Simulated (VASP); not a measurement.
# CoSi2 (Fm-3m) in VASP: a series of runs, part 2 of 2

VASP 6.6.1.

**4. Single point, PBE (volume scaled by 1.040)**

File INCAR:

```
PREC = Accurate ; ENCUT = 520
EDIFF = 1E-7 ; ISMEAR = 0
SIGMA = 0.05 ; LREAL = False
LASPH = True ; NELM = 80
ALGO = Normal ; ISIF = 2
LWAVE = False ; LCHARG = True
GGA = PE ; LELF = True
LVHAR = True ; NBANDS = 16
```

File KPOINTS:

```
regular mesh
0
Gamma
  12 12 12
```

File POSCAR:

```
CoSi2
1.0
    0.0000000000      2.7150830608      2.7150830608
    2.7150830608      0.0000000000      2.7150830608
    2.7150830608      2.7150830608      0.0000000000
Co Si
1 2
Direct
    0.0000000000      0.0000000000      0.0000000000
    0.2500000000      0.2500000000      0.2500000000
    0.7500000000      0.7500000000      0.7500000000
```

Potentials or basis: VASP PAW PBE potentials, release 64 (Co, Si).

Command:

```bash
> cat potpaw_PBE.64/Co/POTCAR potpaw_PBE.64/Si/POTCAR > POTCAR
> mpirun -np 1 vasp_std > vasp.out
```

OUTCAR:

```text
PREC = Accurate
   ENCUT = 520
   EDIFF = 1E-7
   ISMEAR = 0
   LREAL = False
   LASPH = True
   NELM = 80
   ISIF = 2
   GGA = PE

 ion  position               nearest neighbor table
   1  0.000  0.000  0.000-   2 2.35   3 2.35   3 2.35   3 2.35   3 2.35   2 2.35   2 2.35   2 2.35

   2  0.250  0.250  0.250-   1 2.35   1 2.35   1 2.35   1 2.35   3 2.72   3 2.72   3 2.72   3 2.72
                             3 2.72   3 2.72
   3  0.750  0.750  0.750-   1 2.35   1 2.35   1 2.35   1 2.35   2 2.72   2 2.72   2 2.72   2 2.72
                             2 2.72   2 2.72

  LATTYP: Found a face centered cubic cell.
 ALAT       =     5.4301661216

  Lattice vectors:

 A1 = (   0.0000000000,   2.7150830608,   2.7150830608)
 A2 = (   2.7150830608,   0.0000000000,   2.7150830608)
 A3 = (   2.7150830608,   2.7150830608,   0.0000000000)

Analysis of symmetry for initial positions (statically):
=====================================================================
 Subroutine PRICEL returns:
 Original cell was already a primitive cell.

 Routine SETGRP: Setting up the symmetry group for a
 face centered cubic supercell.

 Subroutine GETGRP returns: Found 48 space group operations
 (whereof 48 operations were pure point group operations)
 out of a pool of 48 trial point group operations.

The static configuration has the point symmetry O_h .

Analysis of symmetry for dynamics (positions and initial velocities):
=====================================================================
 Subroutine PRICEL returns:
 Original cell was already a primitive cell.

 Routine SETGRP: Setting up the symmetry group for a
 face centered cubic supercell.

 Subroutine GETGRP returns: Found 48 space group operations
 (whereof 48 operations were pure point group operations)
 out of a pool of 48 trial point group operations.

The dynamic configuration has the point symmetry O_h .

 Subroutine INISYM returns: Found 48 space group operations
[... 119 lines left out ...]
     AMIX_MAG =   1.60;   BMIX_MAG =  1.00
  volume/ion in A,a.u.               =      13.34        90.04
  Fermi-wavevector in a.u.,A,eV,Ry     =   1.230546  2.325396 20.602549  1.514245
  Thomas-Fermi vector in A             =   2.365391
   LORBIT       =      0    0 simple, 1 ext, 2 COOP (PROOUT), +10 PAW based schemes
   GGA     = PE    functional components
   LHFCALC =     F    Hartree Fock is set to
   AEXX    =    0.0000 exact exchange contribution
   IVDW    =     0    specifies the selected vdW correction
   LEPSILON=     F    determine dielectric tensor
   LRPA    =     F    only Hartree local field effects (RPA)
 non-spin polarized calculation
 Gauss-broadening in eV      SIGMA  =   0.05
  energy-cutoff  :      520.00
  volume of cell :       40.03
 maximum number of plane-waves:      1090
 NGX is ok and might be reduce to    30
   NGX = 15   NGY = 15   NGZ = 15

 number of electron      17.0000002 magnetization

 Free energy of the ion-electron system (eV)
  ---------------------------------------------------
  ext. energy  EPLUGINS =         0.00000000
  ---------------------------------------------------
  free energy    TOTEN  =       -19.26293073 eV

  energy without entropy =      -19.26139547  energy(sigma->0) =      -19.26216310

 E-fermi :   9.5305     XC(G=0): -11.5576

 val. band max:        9.5215709343   @ k =   0.2500   0.1667   0.0833
 cond. band min:       9.5458619234   @ k =   0.4167   0.0833   0.0000
 fundamental gap:      0.0242909890
 Fermi energy:         9.5305080869

 k-point     1 :       0.0000    0.0000    0.0000
  band No.  band energies     occupation
      1      -3.2629      2.00000
      2       5.6495      2.00000
      3       5.6495      2.00000
      4       5.6495      2.00000
      5       7.7691      2.00000
      6       7.7691      2.00000
[... 433 lines left out ...]
      3       5.2755      2.00000
      4       6.2844      2.00000
      5       6.7443      2.00000
      6       7.5852      2.00000
[... 8 lines left out ...]
     15      18.6493      0.00000
     16      18.9596      0.00000

 [... further k-points ...]

------------------------ aborting loop because EDIFF is reached ----------------------------------------

  FORCE on cell =-STRESS in cart. coord.  units (eV):
  Direction    XX          YY          ZZ          XY          YZ          ZX
  --------------------------------------------------------------------------------------
  -------------------------------------------------------------------------------------
  Total       -1.6322203     -1.6322203     -1.6322203     -0.0000000     -0.0000000      0.0000000
  in kB      -65.3296018    -65.3296018    -65.3296018     -0.0000000     -0.0000000      0.0000000
  external PRESSURE =     -65.3296018 kB  Pullay stress =       0.0000000 kB

 VOLUME and BASIS-vectors are now :
 -----------------------------------------------------------------------------
  energy-cutoff  :      520.00
  volume of cell :       40.03
      direct lattice vectors                 reciprocal lattice vectors
     0.000000000  2.715083061  2.715083061    -0.184156429  0.184156429  0.184156429
     2.715083061  0.000000000  2.715083061     0.184156429 -0.184156429  0.184156429
     2.715083061  2.715083061  0.000000000     0.184156429  0.184156429 -0.184156429

 POSITION                                       TOTAL-FORCE (eV/Angst)
 -----------------------------------------------------------------------------------
      0.00000      0.00000      0.00000         0.000000      0.000000      0.000000
      1.35754      1.35754      1.35754         0.000000      0.000000      0.000000
      4.07262      4.07262      4.07262        -0.000000     -0.000000     -0.000000
 -----------------------------------------------------------------------------------
    total drift:                                0.000000     -0.000000     -0.000000

  FREE ENERGIE OF THE ION-ELECTRON SYSTEM (eV)
  ---------------------------------------------------
  free  energy   TOTEN  =       -19.2629307320 eV

  energy  without entropy=      -19.2613954749  energy(sigma->0) =      -19.26216310
```

stdout:

```text
POSCAR found type information on POSCAR CoSi
 POSCAR found :  2 types and       3 ions
 scaLAPACK will be used
 LDA part: xc-table for (Slater+PW92), standard interpolation
 POSCAR, INCAR and KPOINTS ok, starting setup
 FFT: planning ... GRIDC
 FFT: planning ... GRID_SOFT
 FFT: planning ... GRID
 WAVECAR not read
 entering main loop
```

Run time: 59 s. Hardware: 1 thread of Intel Xeon Platinum 8375C at 2.90GHz (Ice Lake), shared host; peak memory 0.19 GiB.

What came out:

| Item | Value |
| --- | --- |
| Free energy | -19.2629 eV |
| Pressure | -6.5 GPa |

Levels at points of the mesh, in eV from the Fermi level:
```tsv
k point	band 7	band 8	band 9	band 10	band 11	band 12
(0.00, 0.00, 0.00)	0.37	3.26	3.26	3.26	3.45	3.45
(0.50, 0.00, 0.00)	-1.51	-0.44	-0.44	2.57	3.30	3.30
(0.50, 0.50, 0.00)	-1.83	-1.78	-1.23	1.42	2.92	8.52
```

Caveat: the cell differs from its parent crystal (volume scaled by 1.040).

**5. Relaxation of cell and atoms, PBE**

File INCAR:

```
PREC = Accurate
ENCUT = 600
EDIFF = 1E-6
ISMEAR = 0
SIGMA = 0.05
LREAL = False
LASPH = True
NELM = 60
ALGO = Normal
ISIF = 3
LWAVE = False
LCHARG = False
GGA = PE
IBRION = 2
NSW = 50
EDIFFG = -0.01
```

File KPOINTS:

```
Automatic mesh
0
Gamma
  12 12 12
```

File POSCAR:

```
CoSi2
1.0
    0.0000000000      2.6798182503      2.6798182503
    2.6798182503      0.0000000000      2.6798182503
    2.6798182503      2.6798182503      0.0000000000
Co Si
1 2
Direct
    0.0000000000      0.0000000000      0.0000000000
    0.2500000000      0.2500000000      0.2500000000
    0.7500000000      0.7500000000      0.7500000000
```

Potentials or basis: VASP PAW PBE potentials, release 64 (Co, Si).

Command:

```bash
> cat potpaw_PBE.64/Co/POTCAR potpaw_PBE.64/Si/POTCAR > POTCAR
> mpirun -np 1 vasp_std > vasp.out
```

OUTCAR:

```text
PREC = Accurate
   ENCUT = 600
   EDIFF = 1E-6
   ISMEAR = 0
   LREAL = False
   LASPH = True
   NELM = 60
   ISIF = 3
   GGA = PE
   IBRION = 2
   NSW = 50
   EDIFFG = -0.01

 ion  position               nearest neighbor table
   1  0.000  0.000  0.000-   3 2.32   3 2.32   2 2.32   2 2.32   3 2.32   2 2.32   3 2.32   2 2.32

   2  0.250  0.250  0.250-   1 2.32   1 2.32   1 2.32   1 2.32   3 2.68   3 2.68   3 2.68   3 2.68
                             3 2.68   3 2.68
   3  0.750  0.750  0.750-   1 2.32   1 2.32   1 2.32   1 2.32   2 2.68   2 2.68   2 2.68   2 2.68
                             2 2.68   2 2.68

  LATTYP: Found a face centered cubic cell.
 ALAT       =     5.3596365006

  Lattice vectors:

 A1 = (   0.0000000000,   2.6798182503,   2.6798182503)
 A2 = (   2.6798182503,   0.0000000000,   2.6798182503)
 A3 = (   2.6798182503,   2.6798182503,   0.0000000000)

Analysis of symmetry for initial positions (statically):
=====================================================================
 Subroutine PRICEL returns:
 Original cell was already a primitive cell.

 Routine SETGRP: Setting up the symmetry group for a
 face centered cubic supercell.

 Subroutine GETGRP returns: Found 48 space group operations
 (whereof 48 operations were pure point group operations)
 out of a pool of 48 trial point group operations.

The static configuration has the point symmetry O_h .

[... 237 lines left out ...]
 number of electron      17.0000005 magnetization

 Free energy of the ion-electron system (eV)
  ---------------------------------------------------
  ext. energy  EPLUGINS =         0.00000000
  ---------------------------------------------------
  free energy    TOTEN  =       -19.29605758 eV

  energy without entropy =      -19.29459111  energy(sigma->0) =      -19.29532434

 E-fermi :  10.0619     XC(G=0): -11.7419

 val. band max:       10.0434829443   @ k =   0.4167   0.2500   0.0833
 cond. band min:      10.0822758935   @ k =   0.4167   0.0833   0.0000
 fundamental gap:      0.0387929491
 Fermi energy:        10.0618844494

 k-point     1 :       0.0000    0.0000    0.0000
  band No.  band energies     occupation
      1      -3.0376      2.00000
      2       6.0060      2.00000
      3       6.0060      2.00000
      4       6.0060      2.00000
      5       8.1743      2.00000
      6       8.1743      2.00000
      7      10.8260      0.00000
      8      13.4825      0.00000
      9      13.4825      0.00000
     10      13.4825      0.00000
     11      13.5290      0.00000
     12      13.5290      0.00000
[... 331 lines left out ...]
 k-point    24 :      -0.4167    0.1667    0.0000
  band No.  band energies     occupation
      1       0.4470      2.00000
      2       1.2855      2.00000
      3       5.6311      2.00000
      4       6.6522      2.00000
      5       7.1776      2.00000
      6       8.0057      2.00000
      7       8.4300      2.00000
      8       9.1365      2.00000
      9       9.6348      2.00000
     10      12.3270      0.00000
     11      14.1448      0.00000
     12      14.9736      0.00000

 [... further k-points ...]

------------------------ aborting loop because EDIFF is reached ----------------------------------------

  FORCE on cell =-STRESS in cart. coord.  units (eV):
  Direction    XX          YY          ZZ          XY          YZ          ZX
  --------------------------------------------------------------------------------------
  -------------------------------------------------------------------------------------
  Total        0.0124616      0.0124616      0.0124616     -0.0000000     -0.0000000     -0.0000000
  in kB        0.5192718      0.5192718      0.5192718     -0.0000000     -0.0000000     -0.0000000
  external PRESSURE =       0.5192718 kB  Pullay stress =       0.0000000 kB
[... 18 lines left out ...]
  FREE ENERGIE OF THE ION-ELECTRON SYSTEM (eV)
  ---------------------------------------------------
  free  energy   TOTEN  =       -19.2960575782 eV

  energy  without entropy=      -19.2945911103  energy(sigma->0) =      -19.29532434

 reached required accuracy - stopping structural energy minimisation
```

CONTCAR:

```text
CoSi2
   1.00000000000000
     0.0000000000000000    2.6788827557545618    2.6788827557545618
     2.6788827557545618    0.0000000000000000    2.6788827557545618
     2.6788827557545618    2.6788827557545618    0.0000000000000000
  Co              Si
     1     2
Direct
     0.0000000000000000    0.0000000000000000    0.0000000000000000
     0.2500000000000000    0.2500000000000000    0.2500000000000000
     0.7500000000000000    0.7500000000000000    0.7500000000000000

  0.00000000E+00  0.00000000E+00  0.00000000E+00
  0.00000000E+00  0.00000000E+00  0.00000000E+00
  0.00000000E+00  0.00000000E+00  0.00000000E+00
```

Run time: 97 s. Hardware: 1 thread of Intel Xeon Platinum 8375C at 2.90GHz (Ice Lake), shared host; peak memory 0.2 GiB.

What came out:

```
Free energy                            : -19.2961 eV
Relaxed volume                         : 12.82 Å³/atom
Relaxed cell                           : a = 3.789 Å, b = 3.789 Å, c = 3.789 Å, α = 60.00°, β = 60.00°, γ = 60.00°
Space group after relaxing (to 0.05 Å) : Fm-3m (No. 225)
Energy gained by relaxing              : 0.0 meV/atom
Ionic steps                            : 3
Pressure after relaxing                : 0.1 GPa
```

Final structure:
```
Co Si
1.0
     0.00000    2.67888    2.67888
     2.67888    0.00000    2.67888
     2.67888    2.67888    0.00000
Co Si
1 2
Direct
  0.00000 0.00000 0.00000
  0.25000 0.25000 0.25000
  0.75000 0.75000 0.75000
```

Spin polarisation is off, so any magnetic state and its effect on volume and gap are missing.

**6. Overview**

| task | cell | cutoff (eV) | gap on the mesh (eV) | pressure (GPa) |
| --- | --- | --- | --- | --- |
| single point | a = 3.790 Å, angles 60.0°, 3 atoms | 520 | none | -0.2 |
| single point | a = 3.815 Å, angles 60.0°, 3 atoms | 520 | none | -3.5 |
| single point | a = 3.840 Å, angles 60.0°, 3 atoms | 520 | none | -6.5 |
| relaxation of cell and atoms | relaxed from a = 3.790 Å, angles 60.0°, 3 atoms | 600 | none | 0.1 |

Alike in all rows: level PBE; potentials or basis VASP PAW PBE potentials, release 64 (Co, Si); no spin polarisation; k mesh 12 × 12 × 12; smearing gaussian 0.05 eV.

Total energies depend on the potentials used, so only differences within one code and one set of settings carry meaning.
